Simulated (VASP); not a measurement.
Write the native input for VASP 6.6.1 that does the following.

```
Task                   : single point
Functional             : PBEsol
Potentials or basis    : VASP PAW PBE potentials, release 64 (Co)
Cutoff                 : 520 eV
k mesh                 : 18 × 18 × 18
Occupations            : fermi-dirac, width 0.05 eV
Spin                   : collinear spin, ferromagnetic start
Starting moments       : [1.782] μB
Dipole correction      : no
Further INCAR settings : ALGO = Normal; EDIFF = 1e-07; NBANDS = 14
```

The structure of Co lies in POSCAR:

```
Co
1.0
   -1.3449134893      1.3449134893      1.3449134893
    1.3449134893     -1.3449134893      1.3449134893
    1.3449134893      1.3449134893     -1.3449134893
Co
1
Direct
    0.0000000000      0.0000000000      0.0000000000
```

This cell differs from its parent crystal: volume scaled by 0.92.

One way to write it, as run:

INCAR

```
PREC = Accurate
ENCUT = 520
EDIFF = 1E-7
ISMEAR = -1
SIGMA = 0.05
LREAL = F
LASPH = T
NELM = 150
ALGO = Normal
ISIF = 2
LWAVE = F
LCHARG = F
ISPIN = 2
MAGMOM = 1.782
LORBIT = 11
LMAXMIX = 4
GGA = PS
NBANDS = 14
```

KPOINTS

```
Automatic mesh
0
Gamma
  18 18 18
```

Potentials or basis: VASP PAW PBE potentials, release 64 (Co).

Launch:

```sh
$ cat potpaw_PBE.64/Co/POTCAR > POTCAR
$ mpirun -np 1 vasp_std > vasp.out
```

Results of the run:

The pressure is 22.7 GPa. The net moment is 1.65 μB per cell, the site moments are Co +1.65 μB and the valence electrons inside the program's atomic spheres are Co 8.50.

Caveat: the PAW data sets were made with another functional, which shifts forces and pressure a little.

It used 38 s of CPU time on 1 thread of Intel Xeon 6975P-C (shared host).
